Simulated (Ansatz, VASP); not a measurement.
Two plane-wave programs on SnSe

```xyz
2
Lattice="0.0000 3.0100 3.1003 3.0100 0.0000 3.1003 3.0100 3.0100 0.0000" Properties=species:S:1:pos:R:3 pbc="T T T"
Sn    0.0000    0.0000    0.0000
Se    3.0100    3.0100    3.1003
```

Change from the starting cell: strain +0.0300 x Voigt [0, 0, 1, 0, 0, 0], atoms carried along.

Alike in both runs: task single point; functional LDA; k mesh 8 × 8 × 8; occupations gaussian, width 0.05 eV; no spin polarisation.

```csv
,VASP,Ansatz
version,VASP 6.6.1,Ansatz 0.2.0
potentials or method,"VASP PAW LDA potentials, release 64 (Sn_d, Se), cutoff 520 eV","scalar-relativistic, plane waves, PAW"
valence electrons in the cell,20,30
```

|  | VASP | Ansatz | Ansatz less VASP |
| --- | --- | --- | --- |
| gap on the k mesh at the Fermi level (eV) | 0.53 | 0.51 | -0.018 |
| least direct gap on the mesh (eV) | 0.53 | 0.51 | -0.018 |
| pressure (GPa) | -4.4 | -4.5 | -0.06 |
| traceless stress, the component that is largest in VASP (GPa) | -1.76 | -1.73 | +0.022 |

LDA's correlation is that of Perdew and Zunger in VASP and of Perdew and Wang (1992) in Ansatz. VASP's potentials hold 20 valence electrons a cell and Ansatz's 30, so a difference there can come from the potentials and not from the codes.
